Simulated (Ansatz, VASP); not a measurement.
# Pt in VASP and in Ansatz

The input POSCAR:

```
Pt
1.0
   -1.5694863909      1.6165709826      1.5694863909
    1.5694863909     -1.6165709826      1.5694863909
    1.5694863909      1.6165709826     -1.5694863909
Pt
1
Direct
    0.0000000000      0.0000000000      0.0000000000
```

INCAR.step1

```
PREC = Accurate
ENCUT = 520
ISMEAR = 0
SIGMA = 0.15
LREAL = F
LASPH = T
NELM = 80
NBANDS = 11
GGA = PE
ALGO = Normal
EDIFF = 1E-4
LWAVE = T
LCHARG = F
```

File INCAR.step2:

```
PREC = Accurate
ENCUT = 520
EDIFF = 1E-6
ISMEAR = 0
SIGMA = 0.15
LREAL = F
LASPH = T
NELM = 80
ALGO = Normal
ISIF = 2
LWAVE = F
LCHARG = T
METAGGA = R2SCAN
LMIXTAU = T
LELF = T
LVHAR = T
NBANDS = 11
ISTART = 1
```

KPOINTS

```
regular mesh
0
Gamma
  26 26 26
```

Input for Ansatz:

```yaml
crystal:
  lattice:
    - [-1.5694863909, 1.6165709826, 1.5694863909]
    - [1.5694863909, -1.6165709826, 1.5694863909]
    - [1.5694863909, 1.6165709826, -1.5694863909]
  atoms:
    - { symbol: Pt, position: [0.0, 0.0, 0.0] }
basis:
  ecutwfc: 500
kpoints:
  mp_grid: { grid: [26, 26, 26] }
hamiltonian:
  xc: r2scan
scf:
  occupations: { method: gaussian, width: 0.15 }
output:
  forces: true
  stress: true
  eigenvalues: true
```

Change from the starting cell: strain +0.0300 x Voigt [0, 1, 0, 0, 0, 0], atoms carried along.

Alike in both runs: task single point; functional r2SCAN; k mesh 26 × 26 × 26; occupations gaussian, width 0.15 eV; no spin polarisation.

```csv
,VASP,Ansatz
version,VASP 6.6.1,Ansatz 0.2.0
potentials or method,"VASP PAW PBE potentials, release 64 (Pt), cutoff 520 eV","scalar-relativistic, plane waves, PAW"
valence electrons in the cell,10,18
```

```csv
,VASP,Ansatz,Ansatz less VASP
gap on the k mesh at the Fermi level (eV),none,none,-
pressure (GPa),-6.5,-7.0,-0.53
"traceless stress, the component that is largest in VASP (GPa)",1.46,1.45,-0.015
```

VASP's potentials were made for PBE, not for r2SCAN. A gap of «none» marks a metal or a gap that the smearing closes. VASP's potentials hold 10 valence electrons a cell and Ansatz's 18, so a difference there can come from the potentials and not from the codes.

Neither program's run includes spin-orbit coupling.
